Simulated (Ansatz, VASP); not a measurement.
GaN in VASP and in Ansatz

```
Ga N
1.0
     0.00000    2.22760    2.22760
     2.22760    0.00000    2.22760
     2.22760    2.22760    0.00000
Ga N
1 1
Direct
  0.00000 0.00000 0.00000
  0.25000 0.25000 0.25000
```

Alike in both runs: functional LDA; k mesh 10 × 10 × 10; occupations gaussian, width 0.02 eV; no spin polarisation.

Ansatz relaxed the structure, and its values are those at the end. VASP's run is a single point on that final structure, the one shown.

|  | VASP | Ansatz |
| --- | --- | --- |
| version | VASP 6.6.1 | Ansatz 0.2.0 |
| potentials or method | VASP PAW LDA potentials, release 64 (Ga_d, N), cutoff 600 eV | scalar-relativistic, plane waves, PAW |
| valence electrons in the cell | 18 | 18 |

```csv
,VASP,Ansatz,Ansatz less VASP
gap on the k mesh at the Fermi level (eV),1.97,1.96,-0.012
least direct gap on the mesh (eV),1.97,1.96,-0.012
pressure (GPa),1.0,0.0,-1.04
```

Ansatz warns that its potentials were made for another functional, while VASP's fit it. LDA's correlation is that of Perdew and Zunger in VASP and of Perdew and Wang (1992) in Ansatz.
